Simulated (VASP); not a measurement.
# Zn (P6_3/mmc) in VASP: notebook

The runs below take Zn through relaxation of cell and atoms, single point, with r2SCAN.

All numbers are computed with VASP 6.6.1; they aren't measurements. Logs are shortened: lines on timing, memory, paths and dates and some standing lists are left out, and cuts for length are marked.

## (1) The cell of the first run

It takes space group P6_3/mmc (No. 194, hexagonal). The conventional cell has a = 2.781 Å, b = 2.781 Å, c = 9.083 Å, α = 90.00°, β = 90.00°, γ = 120.00°. Within 3.7 Å of Zn (site symmetry -3m) lie 12 Zn at 2.78 Å. Zn (site symmetry -6m2) has 12 Zn at 2.78 Å within 3.7 Å.

## (2) Relaxation of cell and atoms, r2SCAN

File POSCAR:

```
Zn
1.0
    2.7811174557      0.0000000000      0.0000000000
   -1.3905587278      2.4085183675      0.0000000000
    0.0000000000      0.0000000000      9.0831296103
Zn
4
Direct
    0.0000000000      0.0000000000      0.0000000000
    0.0000000000      0.0000000000      0.5000000000
    0.3333333333      0.6666666667      0.2500000000
    0.6666666667      0.3333333333      0.7500000000
```

File INCAR.step1:

```
SYSTEM = Zn
PREC = Accurate
ENCUT = 600
ISMEAR = -1
SIGMA = 0.1
LREAL = .False.
LASPH = .True.
NELM = 60
GGA = PE
ALGO = Normal
EDIFF = 1E-4
LWAVE = .True.
LCHARG = .False.
```

File INCAR.step2:

```
SYSTEM = Zn
PREC = Accurate
ENCUT = 600
EDIFF = 1E-6
ISMEAR = -1
SIGMA = 0.1
LREAL = .False.
LASPH = .True.
NELM = 60
ALGO = Normal
ISIF = 3
LWAVE = .False.
LCHARG = .False.
METAGGA = R2SCAN
LMIXTAU = .True.
IBRION = 2
NSW = 80
EDIFFG = -0.01
ISTART = 1
```

File KPOINTS:

```
regular mesh
0
Gamma
  13 13 4
  0 0 0
```

Potentials or basis: VASP PAW PBE potentials, release 64 (Zn).

Run with:

```
$ cat potpaw_PBE.64/Zn/POTCAR > POTCAR
$ cp INCAR.step1 INCAR
$ mpirun -np 1 vasp_std > vasp.out
$ cp INCAR.step2 INCAR
$ mpirun -np 1 vasp_std > vasp.out
```

OUTCAR:

```text
SYSTEM = Zn
   PREC = Accurate
   ENCUT = 600
   EDIFF = 1E-6
   ISMEAR = -1
   LREAL = .False.
   LASPH = .True.
   NELM = 60
   ISIF = 3
   METAGGA = R2SCAN
   IBRION = 2
   NSW = 80
   EDIFFG = -0.01
   ISTART = 1

 ion  position               nearest neighbor table
   1  0.000  0.000  0.000-   3 2.78   4 2.78   3 2.78   4 2.78   4 2.78   3 2.78
   2  0.000  0.000  0.500-   3 2.78   4 2.78   3 2.78   4 2.78   4 2.78   3 2.78
   3  0.333  0.667  0.250-   1 2.78   2 2.78   1 2.78   2 2.78   1 2.78   2 2.78
   4  0.667  0.333  0.750-   1 2.78   2 2.78   1 2.78   2 2.78   1 2.78   2 2.78

  LATTYP: Found a hexagonal cell.
 ALAT       =     2.7811174557
 C/A-ratio  =     3.2660000000

  Lattice vectors:

 A1 = (   2.7811174557,   0.0000000000,   0.0000000000)
 A2 = (  -1.3905587278,   2.4085183675,   0.0000000000)
 A3 = (   0.0000000000,   0.0000000000,   9.0831296103)

Analysis of symmetry for initial positions (statically):
=====================================================================
 Subroutine PRICEL returns:
 Original cell was already a primitive cell.

 Routine SETGRP: Setting up the symmetry group for a
 hexagonal supercell.

 Subroutine GETGRP returns: Found 24 space group operations
 (whereof 12 operations were pure point group operations)
 out of a pool of 24 trial point group operations.

The static configuration has the point symmetry D_3d.
 The point group associated with its full space group is D_6h.

Analysis of symmetry for dynamics (positions and initial velocities):
=====================================================================
 Subroutine PRICEL returns:
 Original cell was already a primitive cell.

 Routine SETGRP: Setting up the symmetry group for a
 hexagonal supercell.

 Subroutine GETGRP returns: Found 24 space group operations
 (whereof 12 operations were pure point group operations)
 out of a pool of 24 trial point group operations.

The dynamic configuration has the point symmetry D_3d.
 The point group associated with its full space group is D_6h.

 Subroutine INISYM returns: Found 24 space group operations
 (whereof 12 operations are pure point group operations),
 and found     1 'primitive' translations

----------------------------------------------------------------------------------------

                                     Primitive cell

  volume of cell :      60.8422

  direct lattice vectors                    reciprocal lattice vectors
     2.781117456  0.000000000  0.000000000     0.359567697  0.207596507  0.000000000
[... 107 lines left out ...]
   IALGO  =     38    algorithm
   IMIX   =      4    mixing-type and parameters
     AMIX     =   0.40;   BMIX     =  1.00
     AMIX_MAG =   1.60;   BMIX_MAG =  1.00
  volume/ion in A,a.u.               =      15.21       102.65
  Fermi-wavevector in a.u.,A,eV,Ry     =   1.512703  2.858594 31.133805  2.288270
  Thomas-Fermi vector in A             =   2.622592
   LORBIT       =      0    0 simple, 1 ext, 2 COOP (PROOUT), +10 PAW based schemes
   METAGGA = R2SCAN    functional components
   LHFCALC =     F    Hartree Fock is set to
   AEXX    =    0.0000 exact exchange contribution
   IVDW    =     0    specifies the selected vdW correction
   LEPSILON=     F    determine dielectric tensor
   LRPA    =     F    only Hartree local field effects (RPA)
 conjugate gradient relaxation of ions
 non-spin polarized calculation
  energy-cutoff  :      600.00
  volume of cell :       60.84
 maximum number of plane-waves:      2077
 NGX is ok and might be reduce to    24
   NGX = 11   NGY = 11   NGZ = 37

--------------------------------------- Ionic step        1  -------------------------------------------

 number of electron      47.9999987 magnetization

 Free energy of the ion-electron system (eV)
  ---------------------------------------------------
  ext. energy  EPLUGINS =         0.00000000
  ---------------------------------------------------
  free energy    TOTEN  =       -35.43330225 eV

  energy without entropy =      -35.37980956  energy(sigma->0) =      -35.40655591

------------------------ aborting loop because EDIFF is reached ----------------------------------------

  FORCE on cell =-STRESS in cart. coord.  units (eV):
  Direction    XX          YY          ZZ          XY          YZ          ZX
  --------------------------------------------------------------------------------------
  -------------------------------------------------------------------------------------
  Total       -2.0187977     -2.0187977     -1.4528277     -0.0000000     -0.0000000      0.0000000
  in kB      -53.1616652    -53.1616652    -38.2577905     -0.0000000     -0.0000000      0.0000000
  external PRESSURE =     -48.1937070 kB  Pullay stress =       0.0000000 kB
[... 95 lines left out ...]
  FREE ENERGIE OF THE ION-ELECTRON SYSTEM (eV)
  ---------------------------------------------------
  free  energy   TOTEN  =       -35.5014009564 eV

  energy  without entropy=      -35.4519197088  energy(sigma->0) =      -35.47666033

[... ionic steps 4 to 11 ...]

--------------------------------------- Ionic step       12  -------------------------------------------

 number of electron      47.9999997 magnetization

------------------------ aborting loop because EDIFF is reached ----------------------------------------
[... 71 lines left out ...]
--------------------------------------- Ionic step       14  -------------------------------------------

 number of electron      48.0000004 magnetization

 Free energy of the ion-electron system (eV)
  ---------------------------------------------------
  ext. energy  EPLUGINS =         0.00000000
  ---------------------------------------------------
  free energy    TOTEN  =       -35.59854724 eV

  energy without entropy =      -35.57774233  energy(sigma->0) =      -35.58814479

 E-fermi :   3.2943     XC(G=0): -12.9417

 val. band max:        3.2818095987   @ k =   0.3846   0.0000   0.0000
 cond. band min:       3.3283472897   @ k =   0.3077   0.2308   0.5000
 fundamental gap:      0.0465376909
 Fermi energy:         3.2942653517

 k-point     1 :       0.0000    0.0000    0.0000
  band No.  band energies     occupation
      1      -7.9420      2.00000
      2      -6.5470      2.00000
      3      -6.5393      2.00000
      4      -5.8706      2.00000
      5      -5.0460      2.00000
      6      -4.7856      2.00000
[... 733 lines left out ...]
     27      11.5778      0.00000
     28      15.5416      0.00000

 [... further k-points ...]
[... 5 lines left out ...]
  --------------------------------------------------------------------------------------
  -------------------------------------------------------------------------------------
  Total        0.0019995      0.0019995      0.0077932      0.0000000      0.0000000      0.0000000
  in kB        0.0554285      0.0554285      0.2160339      0.0000000      0.0000000      0.0000000
  external PRESSURE =       0.1089636 kB  Pullay stress =       0.0000000 kB
[... 19 lines left out ...]
  FREE ENERGIE OF THE ION-ELECTRON SYSTEM (eV)
  ---------------------------------------------------
  free  energy   TOTEN  =       -35.5985472431 eV

  energy  without entropy=      -35.5777423281  energy(sigma->0) =      -35.58814479

 reached required accuracy - stopping structural energy minimisation
```

OUTCAR.step1:

```text
SYSTEM = Zn
   PREC = Accurate
   ENCUT = 600
   ISMEAR = -1
   LREAL = .False.
   LASPH = .True.
   NELM = 60
[... 974 lines left out ...]
      0.00000      0.00000      4.54156        -0.000000      0.000000     -0.000000
     -0.00000      1.60568      2.27078         0.000000      0.000000      0.000000
      1.39056      0.80284      6.81235        -0.000000     -0.000000      0.000000
 -----------------------------------------------------------------------------------
    total drift:                               -0.000000      0.000000     -0.000000

  FREE ENERGIE OF THE ION-ELECTRON SYSTEM (eV)
  ---------------------------------------------------
  free  energy   TOTEN  =        -4.3432058627 eV

  energy  without entropy=       -4.2893612997  energy(sigma->0) =       -4.31628358
```

Run time: 35 min. Hardware: 1 thread of Intel Xeon 6975P-C (Granite Rapids), shared host; peak memory 0.28 GiB.

Results:

```yaml
Free_energy: -35.5985 eV
Relaxed_volume: 14.45 Å³/atom
Relaxed_cell: a = 2.617 Å, b = 2.617 Å, c = 9.743 Å, α = 90.00°, β = 90.00°, γ = 120.00°
Space_group_after_relaxing_to_0.1_Å: P6_3/mmc (No. 194)
Energy_gained_by_relaxing: 41.3 meV/atom
Ionic_steps: 14
Pressure_after_relaxing: 0.0 GPa
Band_gap_on_the_k_mesh: zero (bands 24 and 25 overlap by 4.28 eV)
```

Step by step:
| step | energy change (eV) | largest force (eV/Å) | pressure (GPa) | volume (Å³) |
| --- | --- | --- | --- | --- |
| 1 | 0.0000 | 0.0000 | -4.82 | 60.84 |
| 2 | -0.0681 | 0.0000 | 0.29 | 56.90 |
| 3 | -0.0681 | 0.0000 | 0.17 | 56.97 |
| 4 | -0.0742 | 0.0000 | 0.28 | 56.93 |
| 5 | -0.1022 | 0.0000 | 0.63 | 56.77 |
| 6 | -0.1514 | 0.0000 | 1.88 | 56.36 |
| 7 | -0.0009 | 0.0000 | 8.63 | 55.19 |
| 8 | -0.1540 | 0.0000 | 2.64 | 56.17 |
| 9 | -0.1547 | 0.0000 | 2.44 | 56.22 |
| 10 | -0.1571 | 0.0000 | 2.25 | 56.39 |
| 11 | -0.1594 | 0.0000 | 1.86 | 56.83 |
| 12 | -0.1619 | 0.0000 | 1.42 | 57.04 |
| 13 | -0.1653 | 0.0000 | 0.21 | 57.69 |
| 14 | -0.1652 | 0.0000 | 0.01 | 57.80 |

Final structure:
```yaml
crystal:
  lattice:
    - [2.61719, 0.00000, 0.00000]
    - [-1.30860, 2.26655, 0.00000]
    - [0.00000, 0.00000, 9.74328]
  atoms:
    - { symbol: Zn, position: [0.00000, 0.00000, 0.00000] }
    - { symbol: Zn, position: [0.00000, 0.00000, 0.50000] }
    - { symbol: Zn, position: [0.33333, 0.66667, 0.25000] }
    - { symbol: Zn, position: [0.66667, 0.33333, 0.75000] }
```

Caveat: the PAW data sets were made with another functional, which shifts forces and pressure a little.

## (3) Single point, r2SCAN (14.43 Å³/atom)

This run uses another cell than the first one, of 14.43 Å³/atom.

File POSCAR:

```
Zn
1.0
    2.6135017449      0.0000000000      0.0000000000
   -1.3067508724      2.2633589039      0.0000000000
    0.0000000000      0.0000000000      9.7588789650
Zn
4
Direct
    0.0000000000      0.0000000000      1.0000000000
    0.0000000000      1.0000000000      0.5000000000
    0.3333333333      0.6666666667      0.2500000000
    0.6666666667      0.3333333333      0.7500000000
```

File INCAR.step1:

```
PREC = Accurate
ENCUT = 520
ISMEAR = -1
SIGMA = 0.1
LREAL = F
LASPH = T
NELM = 100
NBANDS = 32
GGA = PE
ALGO = Normal
EDIFF = 1E-4
LWAVE = T
LCHARG = F
```

File INCAR.step2:

```
PREC = Accurate
ENCUT = 520
EDIFF = 1E-7
ISMEAR = -1
SIGMA = 0.1
LREAL = F
LASPH = T
NELM = 100
ALGO = Normal
ISIF = 2
LWAVE = F
LCHARG = F
METAGGA = R2SCAN
LMIXTAU = T
NBANDS = 32
ISTART = 1
```

File KPOINTS:

```
regular mesh
0
Gamma
  16 16 4
```

Potentials or basis: VASP PAW PBE potentials, release 64 (Zn).

Run with:

```
$ cat potpaw_PBE.64/Zn/POTCAR > POTCAR
$ cp INCAR.step1 INCAR
$ mpirun -np 1 vasp_std > vasp.out
$ cp INCAR.step2 INCAR
$ mpirun -np 1 vasp_std > vasp.out
```

Wall time 12 min (1 thread of AMD EPYC 7R43 (Zen 3), shared host); peak memory 0.22 GiB.

The run converged. Its results:

| Quantity | Value |
| --- | --- |
| Free energy | -35.5856 eV |
| Pressure | 0.4 GPa |
| Band gap on the k mesh | zero (bands 24 and 25 overlap by 4.49 eV) |

Stress tensor (GPa, compression positive):
```
 0.71  0.00  0.00
 0.00  0.71  0.00
 0.00  0.00 -0.36
```

Levels at points of the mesh, in eV from the Fermi level:
```
           k point  band 21  band 22  band 23  band 24  band 25  band 26  band 27  band 28
(0.00, 0.00, 0.00)    -7.60    -7.49    -7.49    -4.12    -3.17     4.87     4.88    14.65
(0.50, 0.00, 0.00)    -3.12    -2.61    -2.16    -1.79     0.15     0.25     3.36     4.30
(0.00, 0.00, 0.50)    -7.53    -7.53    -6.62    -6.62     0.25     0.25    10.16    10.16
(0.50, 0.00, 0.50)    -2.89    -2.89    -2.06    -2.06     0.85     0.85     2.17     2.17
```

Caveat: the PAW data sets were made with another functional, which shifts forces and pressure a little.

(Part 1 of 2 ends here.)
